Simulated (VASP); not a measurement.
# Cu3N (Pm-3m) in VASP: notebook

The runs below take Cu3N through single point, relaxation of cell and atoms, with r2SCAN, LDA.

Program: VASP 6.6.1. These are calculated values, not measurements. Logs are shortened: lines on timing, memory, paths and dates and some standing lists are left out, and cuts for length are marked.

### 1 The cell of the first run

It takes space group Pm-3m (No. 221, cubic). The conventional cell has a = 3.789 Å, b = 3.789 Å, c = 3.789 Å, α = 90.00°, β = 90.00°, γ = 90.00°. Within 2.5 Å of Cu (site symmetry 4/mmm) lie 2 N at 1.89 Å. N (site symmetry m-3m) has 6 Cu at 1.89 Å within 2.5 Å.

### 2 Single point, r2SCAN

POSCAR reads:

```
Cu3N
1.0
    3.7893700857      0.0000000000      0.0000000000
    0.0000000000      3.7893700857      0.0000000000
    0.0000000000      0.0000000000      3.7893700857
Cu N
3 1
Direct
    0.5000000000      0.0000000000      0.0000000000
    0.0000000000      0.5000000000      0.0000000000
    0.0000000000      0.0000000000      0.5000000000
    0.0000000000      0.0000000000      0.0000000000
```

INCAR.step1 reads:

```
ALGO = Normal
EDIFF = 1E-5
ENCUT = 660
GGA = PE
GGA_COMPAT = F
ISMEAR = -1
LASPH = T
LCHARG = F
LREAL = F
LWAVE = T
NBANDS = 27
NELM = 120
PREC = Accurate
SIGMA = 0.02
```

INCAR.step2 reads:

```
ALGO = Normal
EDIFF = 1E-6
ENCUT = 660
GGA_COMPAT = F
ISIF = 2
ISMEAR = -1
ISTART = 1
LASPH = T
LCHARG = F
LMIXTAU = T
LREAL = F
LWAVE = F
METAGGA = R2SCAN
NBANDS = 27
NELM = 120
PREC = Accurate
SIGMA = 0.02
```

KPOINTS reads:

```
k-points
0
Gamma
  6 6 6
```

Potentials or basis: VASP PAW PBE potentials, release 64 (Cu, N).

On the command line:

```bash
$ cat potpaw_PBE.64/Cu/POTCAR potpaw_PBE.64/N/POTCAR > POTCAR
$ cp INCAR.step1 INCAR
$ mpirun -np 1 vasp_std > vasp.out
$ cp INCAR.step2 INCAR
$ mpirun -np 1 vasp_std > vasp.out
```

OUTCAR:

```text
EDIFF = 1E-6
   ENCUT = 660
   ISIF = 2
   ISMEAR = -1
   ISTART = 1
   LASPH = T
   LREAL = F
   METAGGA = R2SCAN
   NELM = 120
   PREC = Accurate

 ion  position               nearest neighbor table
   1  0.500  0.000  0.000-   4 1.89   4 1.89   2 2.68   3 2.68   2 2.68   2 2.68   3 2.68   3 2.68
                             3 2.68   2 2.68
   2  0.000  0.500  0.000-   4 1.89   4 1.89   1 2.68   3 2.68   1 2.68   3 2.68   3 2.68   3 2.68
                             1 2.68   1 2.68
   3  0.000  0.000  0.500-   4 1.89   4 1.89   1 2.68   1 2.68   2 2.68   2 2.68   2 2.68   2 2.68
                             1 2.68   1 2.68
   4  0.000  0.000  0.000-   1 1.89   2 1.89   3 1.89   3 1.89   2 1.89   1 1.89

  LATTYP: Found a simple cubic cell.
 ALAT       =     3.7893700857

  Lattice vectors:

 A1 = (   3.7893700857,   0.0000000000,   0.0000000000)
 A2 = (   0.0000000000,   3.7893700857,   0.0000000000)
 A3 = (   0.0000000000,   0.0000000000,   3.7893700857)

Analysis of symmetry for initial positions (statically):
=====================================================================
 Subroutine PRICEL returns:
 Original cell was already a primitive cell.

 Routine SETGRP: Setting up the symmetry group for a
 simple cubic supercell.

 Subroutine GETGRP returns: Found 48 space group operations
 (whereof 48 operations were pure point group operations)
 out of a pool of 48 trial point group operations.

The static configuration has the point symmetry O_h .

Analysis of symmetry for dynamics (positions and initial velocities):
=====================================================================
 Subroutine PRICEL returns:
 Original cell was already a primitive cell.

 Routine SETGRP: Setting up the symmetry group for a
 simple cubic supercell.

 Subroutine GETGRP returns: Found 48 space group operations
 (whereof 48 operations were pure point group operations)
 out of a pool of 48 trial point group operations.

The dynamic configuration has the point symmetry O_h .

 Subroutine INISYM returns: Found 48 space group operations
 (whereof 48 operations are pure point group operations),
 and found     1 'primitive' translations

----------------------------------------------------------------------------------------

                                     Primitive cell

  volume of cell :      54.4128

  direct lattice vectors                    reciprocal lattice vectors
     3.789370086  0.000000000  0.000000000     0.263896103  0.000000000  0.000000000
     0.000000000  3.789370086  0.000000000     0.000000000  0.263896103  0.000000000
     0.000000000  0.000000000  3.789370086     0.000000000  0.000000000  0.263896103

  length of vectors
     3.789370086  3.789370086  3.789370086     0.263896103  0.263896103  0.263896103

  position of ions in fractional coordinates (direct lattice)
     0.500000000  0.000000000  0.000000000
     0.000000000  0.500000000  0.000000000
     0.000000000  0.000000000  0.500000000
     0.000000000  0.000000000  0.000000000

  ion indices of the primitive-cell ions
   primitive index   ion index
                 1           1
                 2           2
                 3           3
                 4           4

----------------------------------------------------------------------------------------

 KPOINTS: k-points

Automatic generation of k-mesh.
 Grid dimensions read from file:
 generate k-points for:    6    6    6

 Generating k-lattice:

  Cartesian coordinates                     Fractional coordinates (reciprocal lattice)
     0.043982684  0.000000000  0.000000000     0.166666667  0.000000000  0.000000000
     0.000000000  0.043982684  0.000000000     0.000000000  0.166666667  0.000000000
     0.000000000  0.000000000  0.043982684     0.000000000  0.000000000  0.166666667

  Length of vectors
     0.043982684  0.043982684  0.043982684

  Shift w.r.t. Gamma in fractional coordinates (k-lattice)
     0.000000000  0.000000000  0.000000000

 Subroutine IBZKPT returns following result:
 ===========================================

 Found     20 irreducible k-points:

 Following reciprocal coordinates:
            Coordinates               Weight
  0.000000  0.000000  0.000000      1.000000
  0.166667  0.000000  0.000000      6.000000
  0.333333  0.000000  0.000000      6.000000
  0.500000  0.000000  0.000000      3.000000
  0.166667  0.166667  0.000000     12.000000
  0.333333  0.166667  0.000000     24.000000
[... 12 lines left out ...]
  0.500000  0.500000  0.333333      6.000000
  0.500000  0.500000  0.500000      1.000000
   k-points           NKPTS =     20   k-points in BZ     NKDIM =     20   number of bands    NBANDS=     27
   number of dos      NEDOS =    301   number of ions     NIONS =      4
   total plane-waves  NPLWV =  32768
   dimension x,y,z NGX =    32 NGY =   32 NGZ =   32
   dimension x,y,z NGXF=    64 NGYF=   64 NGZF=   64
   ions per type =               3   1
[... 63 lines left out ...]
 cond. band min:       5.2475376417   @ k =   0.5000   0.5000   0.0000
 fundamental gap:      0.2500772995
 Fermi energy:         5.1224950008

 k-point     1 :       0.0000    0.0000    0.0000
  band No.  band energies     occupation
      1     -12.9155      2.00000
      2      -0.4338      2.00000
      3      -0.0304      2.00000
      4      -0.0304      2.00000
      5      -0.0304      2.00000
      6       0.9208      2.00000
[... 19 lines left out ...]
     26      17.9337      0.00000
     27      17.9337      0.00000

 k-point     2 :       0.1667    0.0000    0.0000
  band No.  band energies     occupation
      1     -12.8163      2.00000
      2      -1.0722      2.00000
      3      -0.3082      2.00000
      4      -0.3082      2.00000
      5      -0.0643      2.00000
      6       0.9493      2.00000
[... 19 lines left out ...]
     26      16.4693      0.00000
     27      16.8129      0.00000

 k-point     3 :       0.3333    0.0000    0.0000
  band No.  band energies     occupation
      1     -12.6041      2.00000
      2      -2.2946      2.00000
      3      -0.6596      2.00000
      4      -0.6596      2.00000
      5       0.4734      2.00000
      6       1.0100      2.00000
[... 19 lines left out ...]
     26      15.4147      0.00000
     27      15.4207      0.00000

 k-point     4 :       0.5000    0.0000    0.0000
  band No.  band energies     occupation
      1     -12.4900      2.00000
      2      -2.8060      2.00000
      3      -0.7939      2.00000
      4      -0.7939      2.00000
      5       0.9640      2.00000
      6       1.0426      2.00000
[... 19 lines left out ...]
     26      14.8515      0.00000
     27      14.8515      0.00000

 k-point     5 :       0.1667    0.1667    0.0000
  band No.  band energies     occupation
      1     -12.7166      2.00000
      2      -1.2036      2.00000
      3      -1.1100      2.00000
      4      -0.5213      2.00000
      5       0.1694      2.00000
      6       1.0827      2.00000
[... 19 lines left out ...]
     26      14.6493      0.00000
     27      16.1408      0.00000

 k-point     6 :       0.3333    0.1667    0.0000
  band No.  band energies     occupation
      1     -12.5034      2.00000
      2      -2.3400      2.00000
      3      -1.3398      2.00000
      4      -0.8266      2.00000
      5       0.6753      2.00000
      6       1.1953      2.00000
[... 324 lines left out ...]
      1     -11.9639      2.00000
      2      -2.6127      2.00000
      3      -2.6127      2.00000
      4      -2.5618      2.00000
      5       1.3567      2.00000
      6       1.6401      2.00000
[... 19 lines left out ...]
     26      13.8365      0.00000
     27      19.2707      0.00000

 k-point    18 :       0.5000    0.3333    0.3333
  band No.  band energies     occupation
      1     -11.8443      2.00000
      2      -3.0368      2.00000
      3      -2.6679      2.00000
      4      -2.6260      2.00000
      5       1.3311      2.00000
      6       1.7002      2.00000
[... 19 lines left out ...]
     26      13.7586      0.00000
     27      18.5739      0.00000

 k-point    19 :       0.5000    0.5000    0.3333
  band No.  band energies     occupation
      1     -11.7233      2.00000
      2      -3.0785      2.00000
      3      -3.0785      2.00000
      4      -2.7000      2.00000
      5       1.2654      2.00000
      6       1.8167      2.00000
[... 19 lines left out ...]
     26      13.6387      0.00000
     27      17.7217      0.00000

 k-point    20 :       0.5000    0.5000    0.5000
  band No.  band energies     occupation
      1     -11.6007      2.00000
      2      -3.1228      2.00000
      3      -3.1228      2.00000
      4      -3.1228      2.00000
      5       1.1838      2.00000
      6       1.8447      2.00000
[... 19 lines left out ...]
     26      13.6928      0.00000
     27      16.5441      0.00000

------------------------ aborting loop because EDIFF is reached ----------------------------------------

  FORCE on cell =-STRESS in cart. coord.  units (eV):
  Direction    XX          YY          ZZ          XY          YZ          ZX
  --------------------------------------------------------------------------------------
  -------------------------------------------------------------------------------------
  Total        0.2497273      0.2497273      0.2497273     -0.0000000      0.0000000     -0.0000000
  in kB        7.3531854      7.3531854      7.3531854     -0.0000000      0.0000000     -0.0000000
  external PRESSURE =       7.3531854 kB  Pullay stress =       0.0000000 kB

 VOLUME and BASIS-vectors are now :
 -----------------------------------------------------------------------------
  energy-cutoff  :      660.00
  volume of cell :       54.41
      direct lattice vectors                 reciprocal lattice vectors
     3.789370086  0.000000000  0.000000000     0.263896103  0.000000000  0.000000000
     0.000000000  3.789370086  0.000000000     0.000000000  0.263896103  0.000000000
     0.000000000  0.000000000  3.789370086     0.000000000  0.000000000  0.263896103

 POSITION                                       TOTAL-FORCE (eV/Angst)
 -----------------------------------------------------------------------------------
      1.89469      0.00000      0.00000         0.000000      0.000000      0.000000
      0.00000      1.89469      0.00000         0.000000      0.000000      0.000000
      0.00000      0.00000      1.89469         0.000000      0.000000      0.000000
      0.00000      0.00000      0.00000         0.000000      0.000000      0.000000
 -----------------------------------------------------------------------------------
    total drift:                                0.000000      0.000000     -0.000000

  FREE ENERGIE OF THE ION-ELECTRON SYSTEM (eV)
  ---------------------------------------------------
  free  energy   TOTEN  =       -40.7095096941 eV

  energy  without entropy=      -40.7094941166  energy(sigma->0) =      -40.70950191
```

Run time: 76 s. Hardware: 1 thread of AMD EPYC 9R45 (Zen 5), shared host; peak memory 0.17 GiB.

What came out:

| Item | Value |
| --- | --- |
| Free energy | -40.7095 eV |
| Pressure | 0.7 GPa |
| Band gap on the k mesh | 0.25 eV, indirect (least direct gap 0.86 eV) |

Caveat: the PAW data sets were made with another functional, which shifts forces and pressure a little.

### 3 Relaxation of cell and atoms, LDA

This run uses another cell than the first one, of 14.03 Å³/atom, 1.032 times its volume.

INCAR reads:

```
PREC = Accurate
ENCUT = 600
EDIFF = 1E-7
ISMEAR = -1
SIGMA = 0.02
LREAL = F
LASPH = T
NELM = 120
ALGO = Normal
ISIF = 3
LWAVE = F
LCHARG = F
IBRION = 2
NSW = 80
EDIFFG = -0.005
GGA_COMPAT = F
NELMIN = 4
```

KPOINTS reads:

```
Automatic mesh
0
Gamma
  6 6 6
```

POSCAR reads:

```
Cu3N
1.0
    3.8288425827      0.0000000000      0.0000000000
    0.0000000000      3.8288425827      0.0000000000
    0.0000000000      0.0000000000      3.8288425827
Cu N
3 1
Direct
    0.5000000000      0.0000000000      0.0000000000
    0.0000000000      0.5000000000      0.0000000000
    0.0000000000      0.0000000000      0.5000000000
    0.0000000000      0.0000000000      0.0000000000
```

Potentials or basis: VASP PAW LDA potentials, release 64 (Cu, N).

On the command line:

```bash
$ cat potpaw_LDA.64/Cu/POTCAR potpaw_LDA.64/N/POTCAR > POTCAR
$ mpirun -np 1 vasp_std > vasp.out
```

Wall time 44 s (1 thread of AMD EPYC 9R45 (Zen 5), shared host); peak memory 0.14 GiB.

The run converged. Its results:

```yaml
Free_energy: -22.1624 eV
Relaxed_volume: 12.97 Å³/atom
Relaxed_cell: a = 3.729 Å, b = 3.729 Å, c = 3.729 Å, α = 90.00°, β = 90.00°, γ = 90.00°
Space_group_after_relaxing_to_0.05_Å: Pm-3m (No. 221)
Energy_gained_by_relaxing: 34.4 meV/atom
Ionic_steps: 3
Pressure_after_relaxing: 0.0 GPa
Band_gap_on_the_k_mesh: zero (filled and empty bands overlap)
```

Step by step:
```
step  energy change (eV)  largest force (eV/Å)  pressure (GPa)  volume (Å³)
   1              0.0000                0.0000           -9.61        56.13
   2             -0.0882                0.0000            7.26        49.56
   3             -0.1376                0.0000           -0.05        51.87
```

Final structure:
```xyz
4
Lattice="3.7293 0.0000 0.0000 0.0000 3.7293 0.0000 0.0000 0.0000 3.7293" Properties=species:S:1:pos:R:3 pbc="T T T"
Cu    1.8646    0.0000    0.0000
Cu    0.0000    1.8646    0.0000
Cu    0.0000    0.0000    1.8646
N     0.0000    0.0000    0.0000
```

Levels at points of the mesh, in eV from the Fermi level:
| k point | band 15 | band 16 | band 17 | band 18 | band 19 | band 20 | band 21 | band 22 | band 23 |
| --- | --- | --- | --- | --- | --- | --- | --- | --- | --- |
| (0.00, 0.00, 0.00) | -2.59 | -2.01 | -2.01 | -2.01 | -1.97 | 1.25 | 5.53 | 5.53 | 6.68 |
| (0.50, 0.00, 0.00) | -2.58 | -2.41 | -2.01 | -1.55 | -1.55 | 1.81 | 3.42 | 7.12 | 7.34 |
| (0.50, 0.50, 0.00) | -2.67 | -2.35 | -1.18 | -1.18 | -0.76 | 0.00 | 3.84 | 4.99 | 4.99 |
| (0.50, 0.50, 0.50) | -2.05 | -2.05 | 0.00 | 0.00 | 0.00 | 0.59 | 0.59 | 0.59 | 6.20 |

With open d or f shells a metallic result of LDA can be an artefact of self-interaction; +U or a hybrid may open a gap. LDA usually gives volumes a few per cent too small.

### 4 Relaxation of cell and atoms, r2SCAN

This run uses another cell than the first one, of 14.03 Å³/atom, 1.032 times its volume.

POSCAR is that of step 3.

INCAR.step1 reads:

```
PREC = Accurate
ENCUT = 660
ISMEAR = -1
SIGMA = 0.02
LREAL = False
LASPH = True
NELM = 120
GGA = PE
ALGO = Normal
EDIFF = 1E-5
LWAVE = True
LCHARG = False
GGA_COMPAT = False
IBRION = 2
ISIF = 3
EDIFFG = -0.005
NELMIN = 4
NSW = 100
```

INCAR.step2 reads:

```
PREC = Accurate
ENCUT = 660
EDIFF = 1E-7
ISMEAR = -1
SIGMA = 0.02
LREAL = False
LASPH = True
NELM = 120
ALGO = Normal
ISIF = 3
LWAVE = False
LCHARG = False
METAGGA = R2SCAN
LMIXTAU = True
IBRION = 2
NSW = 80
EDIFFG = -0.005
ISTART = 1
GGA_COMPAT = False
NELMIN = 4
```

KPOINTS reads:

```
regular mesh
0
Gamma
  6 6 6
```

Potentials or basis: VASP PAW PBE potentials, release 64 (Cu, N).

On the command line:

```bash
$ cat potpaw_PBE.64/Cu/POTCAR potpaw_PBE.64/N/POTCAR > POTCAR
$ cp INCAR.step1 INCAR
$ mpirun -np 1 vasp_std > vasp.out
$ cp INCAR.step2 INCAR
$ mpirun -np 1 vasp_std > vasp.out
```

Run time: 3.2 min. Hardware: 1 thread of AMD EPYC 9R45 (Zen 5), shared host; peak memory 0.17 GiB.

It converged, with:

```
Free energy                            : -40.7119 eV
Relaxed volume                         : 13.67 Å³/atom
Relaxed cell                           : a = 3.796 Å, b = 3.796 Å, c = 3.796 Å, α = 90.00°, β = 90.00°, γ = 90.00°
Space group after relaxing (to 0.05 Å) : Pm-3m (No. 221)
Energy gained by relaxing              : 3.6 meV/atom
Ionic steps                            : 3
Pressure after relaxing                : 0.0 GPa
Band gap on the k mesh                 : 0.27 eV, indirect (least direct gap 0.87 eV)
```

The path:
```
step  energy change (eV)  largest force (eV/Å)  pressure (GPa)  volume (Å³)
   1              0.0000                0.0000           -3.18        56.13
   2             -0.0099                0.0000            1.91        53.90
   3             -0.0146                0.0000           -0.03        54.69
```

Final structure:
```yaml
crystal:
  lattice:
    - [3.79585, 0.00000, 0.00000]
    - [0.00000, 3.79585, 0.00000]
    - [0.00000, 0.00000, 3.79585]
  atoms:
    - { symbol: Cu, position: [0.50000, 0.00000, 0.00000] }
    - { symbol: Cu, position: [0.00000, 0.50000, 0.00000] }
    - { symbol: Cu, position: [0.00000, 0.00000, 0.50000] }
    - { symbol: N, position: [0.00000, 0.00000, 0.00000] }
```

Levels at points of the mesh, in eV from the valence-band top:
```csv
k point,band 15,band 16,band 17,band 18,band 19,band 20,band 21,band 22,band 23
"(0.00, 0.00, 0.00)",-2.49,-1.97,-1.97,-1.97,-1.90,1.19,5.70,5.70,7.02
"(0.50, 0.00, 0.00)",-2.49,-2.30,-1.97,-1.50,-1.50,1.84,3.56,7.35,7.58
"(0.50, 0.50, 0.00)",-2.44,-2.28,-1.13,-1.13,-0.74,0.27,4.00,5.18,5.18
"(0.50, 0.50, 0.50)",-2.00,-2.00,0.00,0.00,0.00,0.95,0.95,0.95,6.33
```

Caveat: the PAW data sets were made with another functional, which shifts forces and pressure a little.

### 5 The runs side by side

```tsv
task	level	potentials or basis	cell	cutoff (eV)	gap on the mesh (eV)	pressure (GPa)	relaxed volume (Å³/atom)
single point	r2SCAN	VASP PAW PBE potentials, release 64 (Cu, N)	a = 3.789 Å, 4 atoms	660	0.25	0.7	-
relaxation of cell and atoms	LDA	VASP PAW LDA potentials, release 64 (Cu, N)	relaxed from a = 3.829 Å, 4 atoms	600	none	0.0	12.97
relaxation of cell and atoms	r2SCAN	VASP PAW PBE potentials, release 64 (Cu, N)	relaxed from a = 3.829 Å, 4 atoms	660	0.27	0.0	13.67
```

Alike in all rows: no spin polarisation; k mesh 6 × 6 × 6; smearing fermi-dirac 0.02 eV.

Caveats: the PAW data sets were made with another functional, which shifts forces and pressure a little (some runs).

Absolute energies hang on the potentials; compare differences alone.
